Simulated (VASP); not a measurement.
A run of VASP 6.6.1 is set up as follows.

Contents of INCAR:

```
PREC     = Accurate       # precision mode
ENCUT    = 520            # plane-wave cutoff, eV
EDIFF    = 1E-7           # SCF threshold, eV
ISMEAR   = -1             # smearing method
SIGMA    = 0.05           # smearing width, eV
LREAL    = False          # projectors in reciprocal space
LASPH    = True           # aspherical terms in the spheres
NELM     = 150            # most SCF steps
ALGO     = Normal         # electronic algorithm
ISIF     = 2              # what is computed and relaxed
LWAVE    = False          # write WAVECAR
LCHARG   = False          # write CHGCAR
ISPIN    = 2              # spin polarisation
MAGMOM   = 0 0 4 1 0 0 0 0 0 0 # initial moments
LORBIT   = 11             # projections on sites
LMAXMIX  = 6              # l up to which the mixer works
GGA      = PS             # functional
IVDW     = 12             # dispersion correction
NBANDS   = 56             # bands
```

Contents of KPOINTS:

```
Automatic mesh
0
Gamma
  5 5 5
```

File POSCAR:

```
NaLaMnMoO6
1.0
    0.0000000000      3.7937391530      3.7937391530
    3.7937391530      0.0000000000      3.7937391530
    3.7937391530      3.7937391530      0.0000000000
Na La Mn Mo O
1 1 1 1 6
Direct
    0.2500000000      0.2500000000      0.2500000000
    0.7500000000      0.7500000000      0.7500000000
    0.5000000000      0.5000000000      0.5000000000
    0.0000000000      0.0000000000      0.0000000000
    0.7459004423      0.2540995577      0.2540995577
    0.2540995577      0.2540995577      0.7459004423
    0.2540995577      0.7459004423      0.2540995577
    0.7459004423      0.2540995577      0.7459004423
    0.7459004423      0.7459004423      0.2540995577
    0.2540995577      0.7459004423      0.7459004423
```

Potentials or basis: VASP PAW PBE potentials, release 64 (Na_pv, La, Mn_pv, Mo_sv, O).

Launch:

```sh
$ cat potpaw_PBE.64/Na_pv/POTCAR potpaw_PBE.64/La/POTCAR potpaw_PBE.64/Mn_pv/POTCAR potpaw_PBE.64/Mo_sv/POTCAR potpaw_PBE.64/O/POTCAR > POTCAR
$ mpirun -np 1 vasp_std > vasp.out
```

Task: Predict the largest force.

Result: 0.048 eV/Å.

Task: Predict the site moments.

Result: Na -0.00; La +0.03; Mn -1.67; Mo +0.65; O -0.01 μB.

Task: What does it give for the net moment?

Result: -1.02 μB per cell.

Forces on the atoms (eV/Å):
```
Na   0.000  0.000  0.000
La   0.000  0.000  0.000
Mn   0.000  0.000  0.000
Mo   0.000  0.000  0.000
O   -0.048  0.000  0.000
O    0.000  0.000 -0.048
O    0.000 -0.048  0.000
O    0.000  0.048  0.000
O    0.000  0.000  0.048
O    0.048  0.000  0.000
```

Caveat: the PAW data sets were made with another functional, which shifts forces and pressure a little; a cell with one magnetic atom can't hold antiferromagnetic order, which such compounds often take.
